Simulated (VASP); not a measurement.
# SnO2 (P4_2/mnm) in VASP: notebook

Runs on SnO2. Level: PBE. Tasks: single point.

All numbers are computed with VASP 6.6.1; they aren't measurements. Logs are shortened: lines on timing, memory, paths and dates and some standing lists are left out, and cuts for length are marked.

## 1. The cell of the first run

Symmetry: P4_2/mnm, No. 136, tetragonal system. Conventional cell: a = 4.828 Å, b = 4.828 Å, c = 3.368 Å, α = 90.00°, β = 90.00°, γ = 90.00°. Within 2.8 Å of Sn (site symmetry mmm) lie 6 O at 2.09 to 2.14 Å. O (site symmetry m2m) has 3 Sn at 2.09 to 2.14 Å and 1 O at 2.64 Å within 2.8 Å.

## 2. Single point, PBE (strain +0.000 along x and y, +0.040 along z)

The input, INCAR:

```
PREC = Accurate ; ENCUT = 520
EDIFF = 1E-6 ; ISMEAR = 0
SIGMA = 0.05 ; LREAL = False
LASPH = True ; NELM = 80
ALGO = Normal ; ISIF = 2
LWAVE = False ; LCHARG = False
GGA = PE ; NBANDS = 35
```

The input, KPOINTS:

```
Automatic mesh
0
Gamma
  6 6 8
```

The input, POSCAR:

```
SnO2
1.0
    4.8277049961      0.0000000000      0.0000000000
    0.0000000000      4.8277049961      0.0000000000
    0.0000000000      0.0000000000      3.3675105782
Sn O
2 4
Direct
    0.0000000000      0.0000000000      0.0000000000
    0.5000000000      0.5000000000      0.5000000000
    0.3066050863      0.3066050863      0.0000000000
    0.1933949137      0.8066050863      0.5000000000
    0.6933949137      0.6933949137      0.0000000000
    0.8066050863      0.1933949137      0.5000000000
```

Potentials or basis: VASP PAW PBE potentials, release 64 (Sn_d, O).

On the command line:

```bash
$ cat potpaw_PBE.64/Sn_d/POTCAR potpaw_PBE.64/O/POTCAR > POTCAR
$ mpirun -np 1 vasp_std > vasp.out
```

OUTCAR:

```text
PREC = Accurate
   ENCUT = 520
   EDIFF = 1E-6
   ISMEAR = 0
   LREAL = False
   LASPH = True
   NELM = 80
   ISIF = 2
   GGA = PE

 ion  position               nearest neighbor table
   1  0.000  0.000  0.000-   3 2.09   5 2.09   4 2.14   6 2.14   4 2.14   6 2.14
   2  0.500  0.500  0.500-   4 2.09   6 2.09   5 2.14   3 2.14   3 2.14   5 2.14
   3  0.307  0.307  0.000-   1 2.09   2 2.14   2 2.14
   4  0.193  0.807  0.500-   2 2.09   1 2.14   1 2.14
   5  0.693  0.693  0.000-   1 2.09   2 2.14   2 2.14
   6  0.807  0.193  0.500-   2 2.09   1 2.14   1 2.14

  LATTYP: Found a simple tetragonal cell.
 ALAT       =     4.8277049961
 C/A-ratio  =     0.6975385988

  Lattice vectors:

 A1 = (   4.8277049961,   0.0000000000,   0.0000000000)
 A2 = (   0.0000000000,   4.8277049961,   0.0000000000)
 A3 = (   0.0000000000,   0.0000000000,   3.3675105782)

Analysis of symmetry for initial positions (statically):
=====================================================================
 Subroutine PRICEL returns:
 Original cell was already a primitive cell.

 Routine SETGRP: Setting up the symmetry group for a
 simple tetragonal supercell.

 Subroutine GETGRP returns: Found 16 space group operations
 (whereof  8 operations were pure point group operations)
 out of a pool of 16 trial point group operations.

The static configuration has the point symmetry D_2h.
 The point group associated with its full space group is D_4h.

Analysis of symmetry for dynamics (positions and initial velocities):
=====================================================================
 Subroutine PRICEL returns:
 Original cell was already a primitive cell.

 Routine SETGRP: Setting up the symmetry group for a
 simple tetragonal supercell.

 Subroutine GETGRP returns: Found 16 space group operations
 (whereof  8 operations were pure point group operations)
 out of a pool of 16 trial point group operations.

The dynamic configuration has the point symmetry D_2h.
 The point group associated with its full space group is D_4h.

 Subroutine INISYM returns: Found 16 space group operations
 (whereof  8 operations are pure point group operations),
 and found     1 'primitive' translations

----------------------------------------------------------------------------------------

                                     Primitive cell

  volume of cell :      78.4857

  direct lattice vectors                    reciprocal lattice vectors
     4.827704996  0.000000000  0.000000000     0.207137760  0.000000000  0.000000000
     0.000000000  4.827704996  0.000000000     0.000000000  0.207137760  0.000000000
     0.000000000  0.000000000  3.367510578     0.000000000  0.000000000  0.296955266

  length of vectors
     4.827704996  4.827704996  3.367510578     0.207137760  0.207137760  0.296955266

  position of ions in fractional coordinates (direct lattice)
     0.000000000  0.000000000  0.000000000
     0.500000000  0.500000000  0.500000000
     0.306605086  0.306605086  0.000000000
     0.193394914  0.806605086  0.500000000
     0.693394914  0.693394914  0.000000000
     0.806605086  0.193394914  0.500000000

  ion indices of the primitive-cell ions
   primitive index   ion index
                 1           1
                 2           2
                 3           3
                 4           4
                 5           5
                 6           6

----------------------------------------------------------------------------------------

 KPOINTS: Automatic mesh

Automatic generation of k-mesh.
 Grid dimensions read from file:
 generate k-points for:    6    6    8

 Generating k-lattice:

  Cartesian coordinates                     Fractional coordinates (reciprocal lattice)
     0.034522960  0.000000000  0.000000000     0.166666667  0.000000000  0.000000000
     0.000000000  0.034522960  0.000000000     0.000000000  0.166666667  0.000000000
     0.000000000  0.000000000  0.037119408     0.000000000  0.000000000  0.125000000

  Length of vectors
     0.034522960  0.034522960  0.037119408

  Shift w.r.t. Gamma in fractional coordinates (k-lattice)
     0.000000000  0.000000000  0.000000000

 Subroutine IBZKPT returns following result:
 ===========================================

 Found     50 irreducible k-points:

 Following reciprocal coordinates:
            Coordinates               Weight
  0.000000  0.000000  0.000000      1.000000
  0.166667  0.000000  0.000000      4.000000
  0.333333  0.000000  0.000000      4.000000
  0.500000  0.000000  0.000000      2.000000
  0.166667  0.166667  0.000000      4.000000
  0.333333  0.166667  0.000000      8.000000
[... 16 lines left out ...]
  0.333333  0.000000  0.250000      8.000000
  0.500000  0.000000  0.250000      4.000000
 [... further k-points ...]
   k-points           NKPTS =     50   k-points in BZ     NKDIM =     50   number of bands    NBANDS=     35
   number of dos      NEDOS =    301   number of ions     NIONS =      6
   total plane-waves  NPLWV =  36288
   dimension x,y,z NGX =    36 NGY =   36 NGZ =   28
   dimension x,y,z NGXF=    72 NGYF=   72 NGZF=   56
   ions per type =               2   4
   NGX,Y,Z   is equivalent  to a cutoff of  12.40, 12.40, 13.82 a.u.
   NGXF,Y,Z  is equivalent  to a cutoff of  24.79, 24.79, 27.65 a.u.
 SYSTEM =  unknown system
   PREC   = accura    normal or accurate (medium, high low for compatibility)
   ISTART =      0    job   : 0-new  1-cont  2-samecut
   ICHARG =      2    charge: 1-file 2-atom 10-const
   ISPIN  =      1    spin polarized calculation?
   LNONCOLLINEAR =      F non collinear calculations
   LSORBIT =      F    spin-orbit coupling
   LASPH  =      T    aspherical Exc in radial PAW
   ENCUT  =  520.0 eV  38.22 Ry    6.18 a.u.   8.98  8.98  6.26*2*pi/ulx,y,z
   NELM   =     80;   NELMIN=  2; NELMDL= -5     # of ELM steps
   EDIFF  = 0.1E-05   stopping-criterion for ELM
   LREAL  =      F    real-space projection
   EDIFFG = 0.1E-04   stopping-criterion for IOM
   NSW    =      0    number of steps for IOM
   IBRION =     -1    ionic relax: 0-MD 1-quasi-New 2-CG
   NFREE  =      0    steps in history (QN), initial steepest desc. (CG)
   ISIF   =      2    stress and relaxation
   ISYM   =      2    0-nonsym 1-usesym 2-fastsym
   POTIM  = 0.5000    time-step for ionic-motion
   TEBEG  =    0.0;   TEEND  =   0.0 temperature during run
   PSTRESS=    0.0 pullay stress
   NELECT =      52.0000    total number of electrons
   NUPDOWN=      -1.0000    fix difference up-down
   EMIN   =  10.00;   EMAX   =-10.00  energy-range for DOS
   EFERMI =   0.00;   METHOD = LEGACY
   ISMEAR =     0;   SIGMA  =   0.05  broadening in eV -4-tet -1-fermi 0-gaus
   EFERMI_NEDOS =   21; number of points for ismear=-14 and -15
   IALGO  =     38    algorithm
   IMIX   =      4    mixing-type and parameters
     AMIX     =   0.40;   BMIX     =  1.00
     AMIX_MAG =   1.60;   BMIX_MAG =  1.00
  volume/ion in A,a.u.               =      13.08        88.27
  Fermi-wavevector in a.u.,A,eV,Ry     =   1.427181  2.696982 27.712978  2.036846
  Thomas-Fermi vector in A             =   2.547378
   LORBIT       =      0    0 simple, 1 ext, 2 COOP (PROOUT), +10 PAW based schemes
   GGA     = PE    functional components
   LHFCALC =     F    Hartree Fock is set to
   AEXX    =    0.0000 exact exchange contribution
   IVDW    =     0    specifies the selected vdW correction
   LEPSILON=     F    determine dielectric tensor
   LRPA    =     F    only Hartree local field effects (RPA)
 non-spin polarized calculation
 Gauss-broadening in eV      SIGMA  =   0.05
  energy-cutoff  :      520.00
  volume of cell :       78.49
 maximum number of plane-waves:      2143
 NGX is ok and might be reduce to    36
   NGX = 17   NGY = 17   NGZ = 13

 number of electron      52.0000018 magnetization

 Free energy of the ion-electron system (eV)
  ---------------------------------------------------
  ext. energy  EPLUGINS =         0.00000000
  ---------------------------------------------------
  free energy    TOTEN  =       -37.19769346 eV

  energy without entropy =      -37.19764179  energy(sigma->0) =      -37.19766763

 E-fermi :   5.1641     XC(G=0): -10.7916

 val. band max:        5.1063774335   @ k =   0.0000   0.0000   0.0000
 cond. band min:       5.2218266369   @ k =   0.0000   0.0000   0.0000
 fundamental gap:      0.1154492034
 Fermi energy:         5.1641023525

 k-point     1 :       0.0000    0.0000    0.0000
  band No.  band energies     occupation
      1     -15.8719      2.00000
      2     -15.2567      2.00000
      3     -15.1761      2.00000
      4     -15.1452      2.00000
      5     -15.1452      2.00000
      6     -15.1262      2.00000
[... 27 lines left out ...]
     34      16.3946      0.00000
     35      17.2021      0.00000

 k-point     2 :       0.1667    0.0000    0.0000
  band No.  band energies     occupation
      1     -15.8372      2.00000
      2     -15.2937      2.00000
      3     -15.1758      2.00000
      4     -15.1474      2.00000
      5     -15.1439      2.00000
      6     -15.1438      2.00000
[... 27 lines left out ...]
     34      16.5784      0.00000
     35      17.1891      0.00000

 k-point     3 :       0.3333    0.0000    0.0000
  band No.  band energies     occupation
      1     -15.7374      2.00000
      2     -15.4194      2.00000
      3     -15.1748      2.00000
      4     -15.1670      2.00000
      5     -15.1411      2.00000
      6     -15.1410      2.00000
[... 27 lines left out ...]
     34      17.0326      0.00000
     35      17.2076      0.00000

 k-point     4 :       0.5000    0.0000    0.0000
  band No.  band energies     occupation
      1     -15.5873      2.00000
      2     -15.5873      2.00000
      3     -15.1728      2.00000
      4     -15.1728      2.00000
      5     -15.1396      2.00000
      6     -15.1396      2.00000
[... 27 lines left out ...]
     34      16.3258      0.00000
     35      17.2358      0.00000

 k-point     5 :       0.1667    0.1667    0.0000
  band No.  band energies     occupation
      1     -15.8096      2.00000
      2     -15.3375      2.00000
      3     -15.1748      2.00000
      4     -15.1552      2.00000
      5     -15.1457      2.00000
      6     -15.1408      2.00000
[... 638 lines left out ...]
 k-point    22 :       0.1667    0.0000    0.2500
  band No.  band energies     occupation
      1     -15.6912      2.00000
      2     -15.4610      2.00000
      3     -15.3735      2.00000
      4     -15.1649      2.00000
      5     -15.1073      2.00000
      6     -15.0980      2.00000
[... 27 lines left out ...]
     34      16.5583      0.00000
     35      17.0143      0.00000

 k-point    23 :       0.3333    0.0000    0.2500
  band No.  band energies     occupation
      1     -15.6768      2.00000
      2     -15.5559      2.00000
      3     -15.2981      2.00000
      4     -15.1608      2.00000
      5     -15.1044      2.00000
      6     -15.1009      2.00000
[... 27 lines left out ...]
     34      16.8036      0.00000
     35      17.1598      0.00000

 k-point    24 :       0.5000    0.0000    0.2500
  band No.  band energies     occupation
      1     -15.6327      2.00000
      2     -15.6327      2.00000
      3     -15.2151      2.00000
      4     -15.2151      2.00000
      5     -15.1014      2.00000
      6     -15.1014      2.00000
[... 27 lines left out ...]
     34      16.7353      0.00000
     35      17.1417      0.00000

 [... further k-points ...]

------------------------ aborting loop because EDIFF is reached ----------------------------------------

  FORCE on cell =-STRESS in cart. coord.  units (eV):
  Direction    XX          YY          ZZ          XY          YZ          ZX
  --------------------------------------------------------------------------------------
  -------------------------------------------------------------------------------------
  Total       -2.0806145     -2.0806145     -6.1164222      0.0000000      0.0000000      0.0000000
  in kB      -42.4728878    -42.4728878   -124.8583585      0.0000000      0.0000000      0.0000000
  external PRESSURE =     -69.9347114 kB  Pullay stress =       0.0000000 kB

 VOLUME and BASIS-vectors are now :
 -----------------------------------------------------------------------------
  energy-cutoff  :      520.00
  volume of cell :       78.49
      direct lattice vectors                 reciprocal lattice vectors
     4.827704996  0.000000000  0.000000000     0.207137760  0.000000000  0.000000000
     0.000000000  4.827704996  0.000000000     0.000000000  0.207137760  0.000000000
     0.000000000  0.000000000  3.367510578     0.000000000  0.000000000  0.296955266

 POSITION                                       TOTAL-FORCE (eV/Angst)
 -----------------------------------------------------------------------------------
      0.00000      0.00000      0.00000         0.000000      0.000000      0.000000
      2.41385      2.41385      1.68376         0.000000      0.000000      0.000000
      1.48020      1.48020      0.00000         0.090711      0.090711      0.000000
      0.93365      3.89405      1.68376        -0.090711      0.090711      0.000000
      3.34751      3.34751      0.00000        -0.090711     -0.090711     -0.000000
      3.89405      0.93365      1.68376         0.090711     -0.090711     -0.000000
 -----------------------------------------------------------------------------------
    total drift:                                0.000000      0.000000      0.000000

  FREE ENERGIE OF THE ION-ELECTRON SYSTEM (eV)
  ---------------------------------------------------
  free  energy   TOTEN  =       -37.1976934603 eV

  energy  without entropy=      -37.1976417946  energy(sigma->0) =      -37.19766763
```

Run time: 2.1 min. Hardware: 1 thread of Intel Xeon Platinum 8259CL at 2.50GHz (Skylake/Cascade Lake), shared host; peak memory 0.24 GiB.

What came out:

- Free energy: -37.1977 eV
- Pressure: -7.0 GPa
- Largest force: 0.128 eV/Å
- Band gap on the k mesh: 0.12 eV

Forces in eV/Å, atoms in the order of the input:
```
Sn   0.000  0.000  0.000
Sn   0.000  0.000  0.000
O    0.091  0.091  0.000
O   -0.091  0.091  0.000
O   -0.091 -0.091  0.000
O    0.091 -0.091  0.000
```

Levels at points of the mesh, in eV from the valence-band top:
```
           k point  band 24  band 25  band 26  band 27  band 28  band 29
(0.00, 0.00, 0.00)    -0.66    -0.66     0.00     0.12     5.03     5.61
(0.50, 0.00, 0.00)    -1.27    -0.55    -0.55     3.46     3.46     6.33
(0.50, 0.50, 0.00)    -1.41    -0.74    -0.74     3.75     3.75     6.71
(0.00, 0.00, 0.50)    -1.44    -1.11    -1.11     5.09     5.09     9.15
(0.50, 0.00, 0.50)    -0.92    -0.70    -0.70     5.38     5.38     7.45
(0.50, 0.50, 0.50)    -0.84    -0.68    -0.68     3.97     3.97     8.44
```

Caveat: the cell differs from its parent crystal (strain +0.000 along x and y, +0.040 along z); the stress differs along the axes, from -12 to -4 GPa; semilocal functionals underestimate gaps, and a narrow one can read as zero; spin-orbit coupling is left out, which moves the levels of the heavy elements.

## 3. Single point, PBE (strain +0.080 along x and y, -0.080 along z)

The input, INCAR:

```
  ALGO = Normal
  EDIFF = 1E-7
  ENCUT = 520
  GGA = PE
  ISIF = 2
  ISMEAR = 0
  LASPH = True
  LCHARG = False
  LREAL = False
  LWAVE = False
  NBANDS = 35
  NELM = 100
  PREC = Accurate
  SIGMA = 0.05
```

The input, KPOINTS:

```
k-points
0
Gamma
  6 6 8
```

Changes to POSCAR since step 2:

```diff
@@ -2,5 +2,5 @@
 1.0
-    4.8277049961      0.0000000000      0.0000000000
-    0.0000000000      4.8277049961      0.0000000000
-    0.0000000000      0.0000000000      3.3675105782
+    5.2139213958      0.0000000000      0.0000000000
+    0.0000000000      5.2139213958      0.0000000000
+    0.0000000000      0.0000000000      2.9789516654
 Sn O
```

Potentials or basis: VASP PAW PBE potentials, release 64 (Sn_d, O).

On the command line:

```bash
$ cat potpaw_PBE.64/Sn_d/POTCAR potpaw_PBE.64/O/POTCAR > POTCAR
$ mpirun -np 1 vasp_std > vasp.out
```

OUTCAR:

```text
EDIFF = 1E-7
   ENCUT = 520
   GGA = PE
   ISIF = 2
   ISMEAR = 0
   LASPH = True
   LREAL = False
   NELM = 100
   PREC = Accurate

 ion  position               nearest neighbor table
   1  0.000  0.000  0.000-   4 2.06   6 2.06   4 2.06   6 2.06   5 2.26   3 2.26
   2  0.500  0.500  0.500-   3 2.06   5 2.06   3 2.06   5 2.06   4 2.26   6 2.26
   3  0.307  0.307  0.000-   2 2.06   2 2.06   1 2.26
   4  0.193  0.807  0.500-   1 2.06   1 2.06   2 2.26
[... 1124 lines left out ...]
  -------------------------------------------------------------------------------------
  Total       -6.1652930     -6.1652930      8.6071855      0.0000000      0.0000000      0.0000000
  in kB     -121.9752970   -121.9752970    170.2861507      0.0000000      0.0000000      0.0000000
  external PRESSURE =     -24.5548144 kB  Pullay stress =       0.0000000 kB

 VOLUME and BASIS-vectors are now :
 -----------------------------------------------------------------------------
  energy-cutoff  :      520.00
  volume of cell :       80.98
      direct lattice vectors                 reciprocal lattice vectors
     5.213921396  0.000000000  0.000000000     0.191794222  0.000000000  0.000000000
     0.000000000  5.213921396  0.000000000     0.000000000  0.191794222  0.000000000
     0.000000000  0.000000000  2.978951665     0.000000000  0.000000000  0.335688562

 POSITION                                       TOTAL-FORCE (eV/Angst)
 -----------------------------------------------------------------------------------
      0.00000      0.00000      0.00000         0.000000      0.000000     -0.000000
      2.60696      2.60696      1.48948         0.000000      0.000000     -0.000000
      1.59861      1.59861      0.00000         0.232628      0.232628      0.000000
      1.00835      4.20558      1.48948        -0.232628      0.232628     -0.000000
      3.61531      3.61531      0.00000        -0.232628     -0.232628     -0.000000
      4.20558      1.00835      1.48948         0.232628     -0.232628     -0.000000
 -----------------------------------------------------------------------------------
    total drift:                                0.000000     -0.000000     -0.000000

  FREE ENERGIE OF THE ION-ELECTRON SYSTEM (eV)
  ---------------------------------------------------
  free  energy   TOTEN  =       -36.4925887711 eV

  energy  without entropy=      -36.4925887711  energy(sigma->0) =      -36.49258877
```

It took 2.3 min on 1 thread of Intel Xeon Platinum 8259CL at 2.50GHz (Skylake/Cascade Lake), shared host; peak memory 0.25 GiB.

Results:

```
Free energy            : -36.4926 eV
Pressure               : -2.5 GPa
Largest force          : 0.329 eV/Å
Band gap on the k mesh : 0.68 eV
```

Forces in eV/Å, atoms in the order of the input:
```
Sn   0.000  0.000  0.000
Sn   0.000  0.000  0.000
O    0.233  0.233  0.000
O   -0.233  0.233  0.000
O   -0.233 -0.233  0.000
O    0.233 -0.233  0.000
```

Stress tensor (GPa, compression positive):
```
-12.20   0.00   0.00
  0.00 -12.20   0.00
  0.00   0.00  17.03
```

Levels at points of the mesh, in eV from the valence-band top:
| k point | band 23 | band 24 | band 25 | band 26 | band 27 | band 28 | band 29 | band 30 |
| --- | --- | --- | --- | --- | --- | --- | --- | --- |
| (0.00, 0.00, 0.00) | -0.85 | -0.75 | -0.75 | 0.00 | 0.68 | 6.14 | 6.52 | 6.52 |
| (0.50, 0.00, 0.00) | -0.73 | -0.73 | -0.71 | -0.71 | 3.34 | 3.34 | 7.70 | 7.70 |
| (0.50, 0.50, 0.00) | -0.97 | -0.97 | -0.78 | -0.78 | 4.01 | 4.01 | 7.49 | 7.49 |
| (0.00, 0.00, 0.50) | -1.19 | -1.19 | -1.00 | -1.00 | 4.99 | 4.99 | 8.08 | 8.08 |
| (0.50, 0.00, 0.50) | -0.90 | -0.90 | -0.89 | -0.89 | 5.14 | 5.14 | 6.23 | 6.23 |
| (0.50, 0.50, 0.50) | -0.86 | -0.86 | -0.77 | -0.77 | 3.71 | 3.71 | 8.09 | 8.09 |

Caveat: the cell differs from its parent crystal (strain +0.080 along x and y, -0.080 along z); the stress differs along the axes, from -12 to 17 GPa; semilocal functionals underestimate gaps, and a narrow one can read as zero; spin-orbit coupling is left out, which moves the levels of the heavy elements.

(Continued in part 2 of 2.)
